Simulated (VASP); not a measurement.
Set up this calculation in VASP 6.6.1, as the native input.

| Property | Result |
| --- | --- |
| Task | single point |
| Functional | LDA |
| Potentials or basis | VASP PAW LDA potentials, release 64 (Hf_pv) |
| Cutoff | 520 eV |
| k mesh | 20 × 20 × 20 |
| Occupations | gaussian, width 0.15 eV |
| Spin | no spin polarisation |
| Dipole correction | no |
| Further INCAR settings | ALGO = Fast; EDIFF = 1e-06; NBANDS = 11 |

The structure of Hf lies in POSCAR:

```
Hf
1.0
    0.0000000000      2.4790938986      1.8203986498
    2.4790938986      0.0000000000      1.8203986498
    2.4790938986      2.4790938986      0.0000000000
Hf
1
Direct
    0.0000000000      0.0000000000      0.0000000000
```

The input as run:

INCAR

```
SYSTEM = Hf
PREC = Accurate ; ENCUT = 520
EDIFF = 1E-6 ; ISMEAR = 0
SIGMA = 0.15 ; LREAL = .False.
LASPH = .True. ; NELM = 100
ALGO = Fast ; ISIF = 2
LWAVE = .False. ; LCHARG = .False.
GGA = CA ; NBANDS = 11
```

KPOINTS

```
Automatic mesh
0
Gamma
  20 20 20
  0 0 0
```

Potentials or basis: VASP PAW LDA potentials, release 64 (Hf_pv).

The run is started by

```bash
$ cat potpaw_LDA.64/Hf_pv/POTCAR > POTCAR
$ mpirun -np 1 vasp_std > vasp.out
```

It gave:

The pressure is -8.8 GPa. The band gap on the k mesh is zero (bands 5 and 6 overlap by 2.08 eV).

Caveat: the cell stands under tension; spin-orbit coupling is left out, which moves the levels of the heavy elements.

It took 91 s on 1 thread of Intel(R) Xeon(R) Platinum 8488C (Sapphire Rapids) (shared host), peak memory 0.26 GiB.
